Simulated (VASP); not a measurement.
# BaAlH6 in VASP: further runs

Runs on BaAlH6. Level: PBE. Tasks: single point.

Program: VASP 6.6.1. These are calculated values, not measurements. Logs are shortened: lines on timing, memory, paths and dates and some standing lists are left out, and cuts for length are marked.

## 1. The cell of the first run

It takes space group F-43m (No. 216, cubic). The conventional cell has a = 7.195 Å, b = 7.195 Å, c = 7.195 Å, α = 90.00°, β = 90.00°, γ = 90.00°. Ba (site symmetry -43m) has 24 H at 2.72 to 3.66 Å and 4 Al at 3.12 Å within 3.7 Å. Within 3.7 Å of Al (site symmetry -43m) lie 30 H at 2.76 to 3.69 Å and 4 Ba at 3.12 Å. H (site symmetry 2mm) has 4 H at 1.18 Å within 1.6 Å.

The cell was built from a structure type or drawn by symmetry, and may not be a known phase.

## 2. Single point, PBE

The input, INCAR:

```
PREC = Accurate ; ENCUT = 520
EDIFF = 1E-7 ; ISMEAR = 0
SIGMA = 0.1 ; LREAL = F
LASPH = T ; NELM = 60
ALGO = Normal ; ISIF = 2
LWAVE = F ; LCHARG = T
GGA = PE ; LELF = T
LVHAR = T ; NBANDS = 20
```

The input, KPOINTS:

```
regular mesh
0
Gamma
  4 4 4
```

The input, POSCAR:

```
BaAlH6
1.0
    0.0000000000      3.5977473900      3.5977473900
    3.5977473900      0.0000000000      3.5977473900
    3.5977473900      3.5977473900      0.0000000000
Ba Al H
1 1 6
Direct
    0.5000000000      0.5000000000      0.5000000000
    0.7500000000      0.7500000000      0.7500000000
    0.3658350100      0.1341649900      0.1341649900
    0.1341649900      0.3658350100      0.3658350100
    0.1341649900      0.3658350100      0.1341649900
    0.3658350100      0.1341649900      0.3658350100
    0.1341649900      0.1341649900      0.3658350100
    0.3658350100      0.3658350100      0.1341649900
```

Potentials or basis: VASP PAW PBE potentials, release 64 (Ba_sv, Al, H).

On the command line:

```sh
$ cat potpaw_PBE.64/Ba_sv/POTCAR potpaw_PBE.64/Al/POTCAR potpaw_PBE.64/H/POTCAR > POTCAR
$ mpirun -np 1 vasp_std > vasp.out
```

OUTCAR:

```text
PREC = Accurate
   ENCUT = 520
   EDIFF = 1E-7
   ISMEAR = 0
   LREAL = F
   LASPH = T
   NELM = 60
   ISIF = 2
   GGA = PE

 ion  position               nearest neighbor table
   1  0.500  0.500  0.500-   4 2.72   5 2.72   7 2.72   3 2.72   6 2.72   7 2.72   3 2.72   5 2.72
                             8 2.72   4 2.72   6 2.72   8 2.72   2 3.12   2 3.12   2 3.12   2 3.12
   2  0.750  0.750  0.750-   1 3.12   1 3.12   1 3.12   1 3.12
   3  0.366  0.134  0.134-   1 2.72   1 2.72
   4  0.134  0.366  0.366-   1 2.72   1 2.72
   5  0.134  0.366  0.134-   1 2.72   1 2.72
   6  0.366  0.134  0.366-   1 2.72   1 2.72
   7  0.134  0.134  0.366-   1 2.72   1 2.72
   8  0.366  0.366  0.134-   1 2.72   1 2.72

  LATTYP: Found a face centered cubic cell.
 ALAT       =     7.1954947800

  Lattice vectors:

 A1 = (   0.0000000000,   3.5977473900,   3.5977473900)
 A2 = (   3.5977473900,   0.0000000000,   3.5977473900)
 A3 = (   3.5977473900,   3.5977473900,   0.0000000000)

Analysis of symmetry for initial positions (statically):
=====================================================================
 Subroutine PRICEL returns:
 Original cell was already a primitive cell.

 Routine SETGRP: Setting up the symmetry group for a
 face centered cubic supercell.

 Subroutine GETGRP returns: Found 24 space group operations
 (whereof 24 operations were pure point group operations)
 out of a pool of 48 trial point group operations.

The static configuration has the point symmetry T_d .

Analysis of symmetry for dynamics (positions and initial velocities):
=====================================================================
 Subroutine PRICEL returns:
 Original cell was already a primitive cell.

 Routine SETGRP: Setting up the symmetry group for a
 face centered cubic supercell.

 Subroutine GETGRP returns: Found 24 space group operations
 (whereof 24 operations were pure point group operations)
 out of a pool of 48 trial point group operations.

The dynamic configuration has the point symmetry T_d .

 Subroutine INISYM returns: Found 24 space group operations
 (whereof 24 operations are pure point group operations),
 and found     1 'primitive' translations

----------------------------------------------------------------------------------------

                                     Primitive cell

  volume of cell :      93.1369

  direct lattice vectors                    reciprocal lattice vectors
     0.000000000  3.597747390  3.597747390    -0.138975850  0.138975850  0.138975850
     3.597747390  0.000000000  3.597747390     0.138975850 -0.138975850  0.138975850
     3.597747390  3.597747390  0.000000000     0.138975850  0.138975850 -0.138975850

  length of vectors
     5.087983153  5.087983153  5.087983153     0.240713232  0.240713232  0.240713232

  position of ions in fractional coordinates (direct lattice)
     0.500000000  0.500000000  0.500000000
     0.750000000  0.750000000  0.750000000
     0.365835010  0.134164990  0.134164990
     0.134164990  0.365835010  0.365835010
     0.134164990  0.365835010  0.134164990
     0.365835010  0.134164990  0.365835010
     0.134164990  0.134164990  0.365835010
     0.365835010  0.365835010  0.134164990

  ion indices of the primitive-cell ions
   primitive index   ion index
                 1           1
                 2           2
                 3           3
                 4           4
                 5           5
                 6           6
                 7           7
                 8           8

----------------------------------------------------------------------------------------

 KPOINTS: regular mesh

Automatic generation of k-mesh.
 Grid dimensions read from file:
 generate k-points for:    4    4    4

 Generating k-lattice:

  Cartesian coordinates                     Fractional coordinates (reciprocal lattice)
    -0.034743962  0.034743962  0.034743962     0.250000000  0.000000000  0.000000000
     0.034743962 -0.034743962  0.034743962     0.000000000  0.250000000  0.000000000
     0.034743962  0.034743962 -0.034743962     0.000000000  0.000000000  0.250000000

  Length of vectors
     0.060178308  0.060178308  0.060178308

  Shift w.r.t. Gamma in fractional coordinates (k-lattice)
     0.000000000  0.000000000  0.000000000

 Subroutine IBZKPT returns following result:
 ===========================================

 Found      8 irreducible k-points:

 Following reciprocal coordinates:
            Coordinates               Weight
  0.000000  0.000000  0.000000      1.000000
  0.250000  0.000000  0.000000      8.000000
  0.500000  0.000000  0.000000      4.000000
  0.250000  0.250000  0.000000      6.000000
  0.500000  0.250000  0.000000     24.000000
 -0.250000  0.250000  0.000000     12.000000
  0.500000  0.500000  0.000000      3.000000
 -0.250000  0.500000  0.250000      6.000000
   k-points           NKPTS =      8   k-points in BZ     NKDIM =      8   number of bands    NBANDS=     20
   number of dos      NEDOS =    301   number of ions     NIONS =      8
   total plane-waves  NPLWV =  64000
   dimension x,y,z NGX =    40 NGY =   40 NGZ =   40
   dimension x,y,z NGXF=    80 NGYF=   80 NGZF=   80
   ions per type =               1   1   6
   NGX,Y,Z   is equivalent  to a cutoff of  13.07, 13.07, 13.07 a.u.
   NGXF,Y,Z  is equivalent  to a cutoff of  26.14, 26.14, 26.14 a.u.
 SYSTEM =  unknown system
   PREC   = accura    normal or accurate (medium, high low for compatibility)
   ISTART =      0    job   : 0-new  1-cont  2-samecut
   ICHARG =      2    charge: 1-file 2-atom 10-const
   ISPIN  =      1    spin polarized calculation?
   LNONCOLLINEAR =      F non collinear calculations
   LSORBIT =      F    spin-orbit coupling
   LASPH  =      T    aspherical Exc in radial PAW
   ENCUT  =  520.0 eV  38.22 Ry    6.18 a.u.   9.46  9.46  9.46*2*pi/ulx,y,z
   NELM   =     60;   NELMIN=  2; NELMDL= -5     # of ELM steps
   EDIFF  = 0.1E-06   stopping-criterion for ELM
   LREAL  =      F    real-space projection
   EDIFFG = 0.1E-05   stopping-criterion for IOM
   NSW    =      0    number of steps for IOM
   IBRION =     -1    ionic relax: 0-MD 1-quasi-New 2-CG
   NFREE  =      0    steps in history (QN), initial steepest desc. (CG)
   ISIF   =      2    stress and relaxation
   ISYM   =      2    0-nonsym 1-usesym 2-fastsym
   POTIM  = 0.5000    time-step for ionic-motion
   TEBEG  =    0.0;   TEEND  =   0.0 temperature during run
   PSTRESS=    0.0 pullay stress
   NELECT =      19.0000    total number of electrons
   NUPDOWN=      -1.0000    fix difference up-down
   EMIN   =  10.00;   EMAX   =-10.00  energy-range for DOS
   EFERMI =   0.00;   METHOD = LEGACY
   ISMEAR =     0;   SIGMA  =   0.10  broadening in eV -4-tet -1-fermi 0-gaus
   EFERMI_NEDOS =   21; number of points for ismear=-14 and -15
   IALGO  =     38    algorithm
   IMIX   =      4    mixing-type and parameters
     AMIX     =   0.40;   BMIX     =  1.00
     AMIX_MAG =   1.60;   BMIX_MAG =  1.00
  volume/ion in A,a.u.               =      11.64        78.56
  Fermi-wavevector in a.u.,A,eV,Ry     =   0.963723  1.821172 12.636563  0.928761
  Thomas-Fermi vector in A             =   2.093292
   LORBIT       =      0    0 simple, 1 ext, 2 COOP (PROOUT), +10 PAW based schemes
   GGA     = PE    functional components
   LHFCALC =     F    Hartree Fock is set to
   AEXX    =    0.0000 exact exchange contribution
   IVDW    =     0    specifies the selected vdW correction
   LEPSILON=     F    determine dielectric tensor
   LRPA    =     F    only Hartree local field effects (RPA)
 non-spin polarized calculation
 Gauss-broadening in eV      SIGMA  =   0.10
  energy-cutoff  :      520.00
  volume of cell :       93.14
 maximum number of plane-waves:      2525
 NGX is ok and might be reduce to    40
   NGX = 19   NGY = 19   NGZ = 19

 number of electron      18.9999999 magnetization

 Free energy of the ion-electron system (eV)
  ---------------------------------------------------
  ext. energy  EPLUGINS =         0.00000000
  ---------------------------------------------------
  free energy    TOTEN  =       -19.16444428 eV

  energy without entropy =      -19.14696838  energy(sigma->0) =      -19.15570633

 E-fermi :   2.6774     XC(G=0):  -8.5899

 val. band max:        2.5961033235   @ k =   0.5000   0.0000   0.0000
 cond. band min:       2.7381401618   @ k =  -0.2500   0.2500   0.0000
 fundamental gap:      0.1420368383
 Fermi energy:         2.6774073180

 k-point     1 :       0.0000    0.0000    0.0000
  band No.  band energies     occupation
      1     -25.2428      2.00000
      2     -10.9310      2.00000
      3     -10.5766      2.00000
      4     -10.5766      2.00000
      5     -10.5766      2.00000
      6      -2.3121      2.00000
[... 12 lines left out ...]
     19      11.2192      0.00000
     20      11.2192      0.00000

 k-point     2 :       0.2500    0.0000    0.0000
  band No.  band energies     occupation
      1     -25.2347      2.00000
      2     -11.4684      2.00000
      3     -10.6036      2.00000
      4     -10.6036      2.00000
      5     -10.0785      2.00000
      6      -2.7358      2.00000
[... 12 lines left out ...]
     19      11.0144      0.00000
     20      11.0144      0.00000
[... 97 lines left out ...]
      3     -10.7060      2.00000
      4     -10.7060      2.00000
      5      -9.6607      2.00000
      6      -1.9307      2.00000
[... 12 lines left out ...]
     19       9.5437      0.00000
     20      10.6354      0.00000

 k-point     8 :      -0.2500    0.5000    0.2500
  band No.  band energies     occupation
      1     -25.2212      2.00000
      2     -11.8071      2.00000
      3     -10.8293      2.00000
      4     -10.7089      2.00000
      5      -9.5783      2.00000
      6      -1.9415      2.00000
[... 12 lines left out ...]
     19       9.2988      0.00000
     20      10.2031      0.00000

------------------------ aborting loop because EDIFF is reached ----------------------------------------

  FORCE on cell =-STRESS in cart. coord.  units (eV):
  Direction    XX          YY          ZZ          XY          YZ          ZX
  --------------------------------------------------------------------------------------
  -------------------------------------------------------------------------------------
  Total        5.5747439      5.5747439      5.5747439     -0.0000000      0.0000000     -0.0000000
  in kB       95.8988747     95.8988747     95.8988747     -0.0000000      0.0000000     -0.0000000
  external PRESSURE =      95.8988747 kB  Pullay stress =       0.0000000 kB

 VOLUME and BASIS-vectors are now :
 -----------------------------------------------------------------------------
  energy-cutoff  :      520.00
  volume of cell :       93.14
      direct lattice vectors                 reciprocal lattice vectors
     0.000000000  3.597747390  3.597747390    -0.138975850  0.138975850  0.138975850
     3.597747390  0.000000000  3.597747390     0.138975850 -0.138975850  0.138975850
     3.597747390  3.597747390  0.000000000     0.138975850  0.138975850 -0.138975850

 POSITION                                       TOTAL-FORCE (eV/Angst)
 -----------------------------------------------------------------------------------
      3.59775      3.59775      3.59775        -0.000000     -0.000000     -0.000000
      5.39662      5.39662      5.39662        -0.000000     -0.000000     -0.000000
      0.96538      1.79887      1.79887        -2.467334     -0.000000     -0.000000
      2.63236      1.79887      1.79887         2.467334     -0.000000     -0.000000
      1.79887      0.96538      1.79887        -0.000000     -2.467334     -0.000000
      1.79887      2.63236      1.79887        -0.000000      2.467334     -0.000000
      1.79887      1.79887      0.96538        -0.000000     -0.000000     -2.467334
      1.79887      1.79887      2.63236        -0.000000     -0.000000      2.467334
 -----------------------------------------------------------------------------------
    total drift:                                0.000000      0.000000      0.000000

  FREE ENERGIE OF THE ION-ELECTRON SYSTEM (eV)
  ---------------------------------------------------
  free  energy   TOTEN  =       -19.1644442788 eV

  energy  without entropy=      -19.1469683787  energy(sigma->0) =      -19.15570633
```

Run time: 17 s. Hardware: 1 thread of Intel Xeon Platinum 8559C (Emerald Rapids), shared host; peak memory 0.23 GiB.

What came out:

```
Free energy            : -19.1644 eV
Pressure               : 9.6 GPa
Largest force          : 2.467 eV/Å
Band gap on the k mesh : zero (an odd number of electrons rules out a gap without spin polarisation)
```

Forces on the atoms (eV/Å):
```
Ba   0.000  0.000  0.000
Al   0.000  0.000  0.000
H   -2.467  0.000  0.000
H    2.467  0.000  0.000
H    0.000 -2.467  0.000
H    0.000  2.467  0.000
H    0.000  0.000 -2.467
H    0.000  0.000  2.467
```

Levels at points of the mesh, in eV from the Fermi level:
| k point | band 7 | band 8 | band 9 | band 10 | band 11 | band 12 |
| --- | --- | --- | --- | --- | --- | --- |
| (0.00, 0.00, 0.00) | -3.63 | -3.63 | -3.63 | 1.27 | 1.27 | 1.64 |
| (0.50, 0.00, 0.00) | -3.11 | -3.11 | -1.45 | -0.08 | -0.08 | -0.08 |
| (0.50, 0.50, 0.00) | -4.20 | -2.70 | -2.70 | 1.20 | 1.20 | 1.50 |

Caveat: the k points lie up to 0.38 Å⁻¹ apart, too coarse for converged energies and pressures of a metal; spin-orbit coupling is left out, which moves the levels of the heavy elements; forces of over 1 eV/Å act on the atoms, so gaps and moduli don't describe the material at rest.

## 3. Single point, PBE

This run uses another cell than the first one, of 14.63 Å³/atom.

The input, INCAR:

```
SYSTEM = BaAlH6
ALGO     = Normal         ! electronic algorithm
EDIFF    = 1E-6           ! SCF threshold, eV
ENCUT    = 520            ! plane-wave cutoff, eV
GGA      = PE             ! functional
ISIF     = 2              ! what is computed and relaxed
ISMEAR   = 0              ! smearing method
LASPH    = .TRUE.         ! aspherical terms in the spheres
LCHARG   = .FALSE.        ! write CHGCAR
LREAL    = .FALSE.        ! projectors in reciprocal space
LWAVE    = .FALSE.        ! write WAVECAR
NBANDS   = 20             ! bands
NELM     = 60             ! most SCF steps
PREC     = Accurate       ! precision mode
SIGMA    = 0.1            ! smearing width, eV
```

The input, KPOINTS:

```
k-points
0
G
  4 4 4
  0 0 0
```

The input, POSCAR:

```
BaAlH6
1.0
    0.0000000000      3.8828149158      3.8828149158
    3.8828149158      0.0000000000      3.8828149158
    3.8828149158      3.8828149158      0.0000000000
Ba Al H
1 1 6
Direct
    0.5000000000      0.5000000000      0.5000000000
    0.2500000000      0.2500000000      0.2500000000
    0.0263860700      0.4736139300      0.4736139300
    0.4736139300      0.0263860700      0.0263860700
    0.4736139300      0.4736139300      0.0263860700
    0.0263860700      0.0263860700      0.4736139300
    0.0263860700      0.4736139300      0.0263860700
    0.4736139300      0.0263860700      0.4736139300
```

Potentials or basis: VASP PAW PBE potentials, release 64 (Ba_sv, Al, H).

On the command line:

```sh
$ cat potpaw_PBE.64/Ba_sv/POTCAR potpaw_PBE.64/Al/POTCAR potpaw_PBE.64/H/POTCAR > POTCAR
$ mpirun -np 1 vasp_std > vasp.out
```

It took 18 s on 1 thread of Intel Xeon Platinum 8559C (Emerald Rapids), shared host; peak memory 0.25 GiB.

It converged, with:

* Free energy: -25.8965 eV
* Pressure: 0.2 GPa
* Largest force: 0.009 eV/Å
* Band gap on the k mesh: zero (an odd number of electrons rules out a gap without spin polarisation)

Forces on the atoms (eV/Å):
```
Ba   0.000  0.000  0.000
Al   0.000  0.000  0.000
H   -0.009  0.000  0.000
H    0.009  0.000  0.000
H    0.000  0.000 -0.009
H    0.000  0.000  0.009
H    0.000  0.009  0.000
H    0.000 -0.009  0.000
```

Levels at points of the mesh, in eV from the Fermi level:
| k point | band 6 | band 7 | band 8 | band 9 | band 10 | band 11 | band 12 | band 13 |
| --- | --- | --- | --- | --- | --- | --- | --- | --- |
| (0.00, 0.00, 0.00) | -2.42 | -2.42 | -2.42 | -0.14 | -0.14 | 3.75 | 6.64 | 6.64 |
| (0.50, 0.00, 0.00) | -2.73 | -2.05 | -2.05 | -0.20 | -0.20 | 4.35 | 5.04 | 5.04 |
| (0.50, 0.50, 0.00) | -2.76 | -1.86 | -1.86 | -1.17 | 0.43 | 4.19 | 4.94 | 4.94 |

Caveat: spin-orbit coupling is left out, which moves the levels of the heavy elements.

## 4. Single point, PBE

This run uses another cell than the first one, of 14.68 Å³/atom.

The input, INCAR:

```
SYSTEM = BaAlH6
  PREC = Accurate
  ENCUT = 520
  EDIFF = 1E-6
  ISMEAR = 0
  SIGMA = 0.1
  LREAL = .False.
  LASPH = .True.
  NELM = 80
  ALGO = Normal
  ISIF = 2
  LWAVE = .False.
  LCHARG = .False.
  GGA = PE
  NBANDS = 20
```

The input, KPOINTS:

```
Automatic mesh
0
Gamma
  4 4 4
  0 0 0
```

The input, POSCAR:

```
BaAlH6
1.0
    0.0359377893      3.9190054633      3.9397958831
    3.8728107333      0.0576243559      3.9191812487
    3.8901365035      3.9160532355      0.0400815394
Ba Al H
1 1 6
Direct
    0.4995284263      0.4956703759      0.4987651672
    0.2499100542      0.2514425232      0.2505953357
    0.0221827571      0.4781696227      0.4730256823
    0.4779474173      0.0254044917      0.0269633482
    0.4709082963      0.4745146361      0.0248416315
    0.0297632836      0.0273114340      0.4747114583
    0.0274759729      0.4743420659      0.0267916674
    0.4722837923      0.0231448503      0.4743057095
```

On the command line:

```sh
$ cat potpaw_PBE.64/Ba_sv/POTCAR potpaw_PBE.64/Al/POTCAR potpaw_PBE.64/H/POTCAR > POTCAR
$ mpirun -np 1 vasp_std > vasp.out
```

Wall time 56 s (1 thread of Intel Xeon Platinum 8559C (Emerald Rapids), shared host); peak memory 0.3 GiB.

It converged, with:

* Free energy: -25.8967 eV
* Pressure: 0.1 GPa
* Largest force: 0.014 eV/Å
* Band gap on the k mesh: zero (an odd number of electrons rules out a gap without spin polarisation)

Forces in eV/Å, atoms in the order of the input:
```
Ba   0.009  0.003  0.008
Al   0.002 -0.002  0.014
H   -0.005 -0.003 -0.007
H   -0.004  0.002 -0.010
H   -0.002 -0.004 -0.008
H   -0.004  0.001  0.003
H    0.006 -0.003  0.004
H   -0.004  0.005 -0.003
```

Levels at points of the mesh, in eV from the Fermi level:
| k point | band 7 | band 8 | band 9 | band 10 | band 11 | band 12 |
| --- | --- | --- | --- | --- | --- | --- |
| (0.00, 0.00, 0.00) | -2.41 | -2.39 | -0.17 | -0.10 | 3.75 | 6.58 |
| (0.50, 0.00, 0.00) | -2.06 | -2.04 | -0.26 | -0.15 | 4.34 | 4.99 |
| (0.00, 0.50, 0.00) | -2.07 | -2.04 | -0.25 | -0.16 | 4.37 | 5.03 |
| (0.50, 0.50, 0.00) | -1.88 | -1.84 | -1.17 | 0.44 | 4.18 | 4.92 |
| (0.00, 0.00, 0.50) | -2.07 | -2.03 | -0.27 | -0.14 | 4.35 | 5.01 |
| (0.50, 0.00, 0.50) | -1.87 | -1.86 | -1.16 | 0.43 | 4.19 | 4.92 |
| (0.00, 0.50, 0.50) | -1.89 | -1.85 | -1.15 | 0.42 | 4.19 | 4.94 |
| (0.50, 0.50, 0.50) | -2.06 | -2.03 | -0.22 | -0.17 | 4.30 | 4.99 |

Caveat: spin-orbit coupling is left out, which moves the levels of the heavy elements.

## 5. Overview

| cell | gap on the mesh (eV) | pressure (GPa) | largest force (eV/Å) |
| --- | --- | --- | --- |
| a = 5.088 Å, angles 60.0°, 8 atoms, atomic positions A | none | 9.6 | 2.47 |
| a = 5.491 Å, angles 60.0°, 8 atoms, atomic positions B | none | 0.2 | 0.01 |
| a = 5.557, b = 5.510, c = 5.520 Å, angles 59.5, 59.3, 58.9°, 8 atoms, atomic positions C | none | 0.1 | 0.01 |

Alike in all rows: task single point; level PBE; potentials or basis VASP PAW PBE potentials, release 64 (Ba_sv, Al, H); no spin polarisation; k mesh 4 × 4 × 4; cutoff (eV) 520; smearing gaussian 0.1 eV.

Caveats: some runs use coarse meshes; spin-orbit coupling is left out, which moves the levels of the heavy elements; forces of over 1 eV/Å act on the atoms, so gaps and moduli don't describe the material at rest (at least some runs).

Total energies depend on the potentials used, so only differences within one code and one set of settings carry meaning.
